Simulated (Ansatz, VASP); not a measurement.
This is a calculation of FeNi2 for VASP 6.6.1.

INCAR

```
ALGO = Normal
EDIFF = 1E-7
ENCUT = 520
GGA = PE
ISIF = 2
ISMEAR = -1
ISPIN = 2
LASPH = True
LCHARG = True
LELF = True
LMAXMIX = 4
LORBIT = 11
LREAL = False
LVHAR = True
LWAVE = False
MAGMOM = 1 1 1 1 3 3
NBANDS = 41
NELM = 150
PREC = Accurate
SIGMA = 0.05
```

File KPOINTS:

```
k-points
0
Gamma
  7 7 7
```

Contents of POSCAR:

```
FeNi2
1.0
    0.0000000000      3.2082218933      3.2082218933
    3.2082218933      0.0000000000      3.2082218933
    3.2082218933      3.2082218933      0.0000000000
Ni Fe
4 2
Direct
    0.6250000000      0.6250000000      0.6250000000
    0.1250000000      0.6250000000      0.6250000000
    0.6250000000      0.1250000000      0.6250000000
    0.6250000000      0.6250000000      0.1250000000
    0.0000000000      0.0000000000      0.0000000000
    0.2500000000      0.2500000000      0.2500000000
```

Potentials or basis: VASP PAW PBE potentials, release 64 (Ni, Fe).

Run with:

```sh
$ cat potpaw_PBE.64/Ni/POTCAR potpaw_PBE.64/Fe/POTCAR > POTCAR
$ mpirun -np 1 vasp_std > vasp.out
```

Q: Translate it to Ansatz 0.2.0. Potentials there: Ansatz PAW.

A: As run (the cutoff follows the program's own potentials):

input.yaml

```yaml
crystal:
  lattice:
    - [0.0, 3.2082218933, 3.2082218933]
    - [3.2082218933, 0.0, 3.2082218933]
    - [3.2082218933, 3.2082218933, 0.0]
  atoms:
    - { symbol: Ni, position: [0.625, 0.625, 0.625], spin: 1.0 }
    - { symbol: Ni, position: [0.125, 0.625, 0.625], spin: 1.0 }
    - { symbol: Ni, position: [0.625, 0.125, 0.625], spin: 1.0 }
    - { symbol: Ni, position: [0.625, 0.625, 0.125], spin: 1.0 }
    - { symbol: Fe, position: [0.0, 0.0, 0.0], spin: 3.0 }
    - { symbol: Fe, position: [0.25, 0.25, 0.25], spin: 3.0 }
hamiltonian:
  xc: pbe
  pseudopotentials: { kind: paw }
magnetization:
  spin_polarized: true
kpoints:
  mp_grid: { grid: [7, 7, 7] }
scf:
  occupations: { method: fermi_dirac, width: 0.05 }
output:
  forces: true
  stress: true
  eigenvalues: true
```

Potentials or basis: Ansatz PAW.

Run with:

```console
$ ansatz run input.yaml --threads 2 --pin off --max-ram 5120MiB --backend cpu --events-out ev --progress --plain --runs-dir out
```

Both were run:

|  | VASP | Ansatz | Ansatz less VASP |
| --- | --- | --- | --- |
| gap on the k mesh at the Fermi level (eV) | none | none | - |
| pressure (GPa) | 12.3 | 12.6 | +0.33 |
| net moment per atom (μB) | 1.29 | 1.30 | +0.003 |
| size of the moment on the site where the two differ most (μB) | 0.53 | 0.61 | +0.075 |

Site moments also hang on the region over which each program counts them. A gap of «none» marks a metal or a gap that the smearing closes. VASP's potentials hold 56 valence electrons a cell and Ansatz's 104, so a difference there can come from the potentials and not from the codes.
